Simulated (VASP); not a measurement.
Input of a VASP 6.6.1 run:

Contents of POSCAR:

```
CsBr
1.0
    4.3196004938      0.0000000000      0.0000000000
    0.0000000000      4.3196004938      0.0000000000
    0.0000000000      0.0000000000      4.3196004938
Cs Br
1 1
Direct
    0.0000000000      0.0000000000      0.0000000000
    0.5000000000      0.5000000000      0.5000000000
```

The input INCAR.step1:

```
SYSTEM = CsBr
PREC     = Accurate       ! precision mode
ENCUT    = 550            ! plane-wave cutoff, eV
ISMEAR   = 0              ! smearing method
SIGMA    = 0.01           ! smearing width, eV
LREAL    = .FALSE.        ! projectors in reciprocal space
LASPH    = .TRUE.         ! aspherical terms in the spheres
NELM     = 120            ! most SCF steps
NBANDS   = 15             ! bands
GGA      = PE             ! functional
ALGO     = Normal         ! electronic algorithm
EDIFF    = 1E-5           ! SCF threshold, eV
LWAVE    = .TRUE.         ! write WAVECAR
LCHARG   = .FALSE.        ! write CHGCAR
GGA_COMPAT= .FALSE.
```

The input INCAR.step2:

```
SYSTEM = CsBr
PREC     = Accurate       ! precision mode
ENCUT    = 550            ! plane-wave cutoff, eV
EDIFF    = 1E-6           ! SCF threshold, eV
ISMEAR   = 0              ! smearing method
SIGMA    = 0.01           ! smearing width, eV
LREAL    = .FALSE.        ! projectors in reciprocal space
LASPH    = .TRUE.         ! aspherical terms in the spheres
NELM     = 120            ! most SCF steps
ALGO     = Normal         ! electronic algorithm
ISIF     = 2              ! what is computed and relaxed
LWAVE    = .FALSE.        ! write WAVECAR
LCHARG   = .FALSE.        ! write CHGCAR
METAGGA  = R2SCAN         ! meta-GGA
LMIXTAU  = .TRUE.       
NBANDS   = 15             ! bands
ISTART   = 1            
GGA_COMPAT= .FALSE.
```

KPOINTS

```
Automatic mesh
0
G
  4 4 4
  0 0 0
```

Potentials or basis: VASP PAW PBE potentials, release 64 (Cs_sv, Br).

Command:

```bash
$ cat potpaw_PBE.64/Cs_sv/POTCAR potpaw_PBE.64/Br/POTCAR > POTCAR
$ cp INCAR.step1 INCAR
$ mpirun -np 1 vasp_std > vasp.out
$ cp INCAR.step2 INCAR
$ mpirun -np 1 vasp_std > vasp.out
```

(1) Predict the pressure.

(2) Predict the band gap on the k mesh.

Answers

(1) 0.1 GPa.

(2) 5.18 eV.

Caveat: the PAW data sets were made with another functional, which shifts forces and pressure a little; spin-orbit coupling is left out, which moves the levels of the heavy elements.
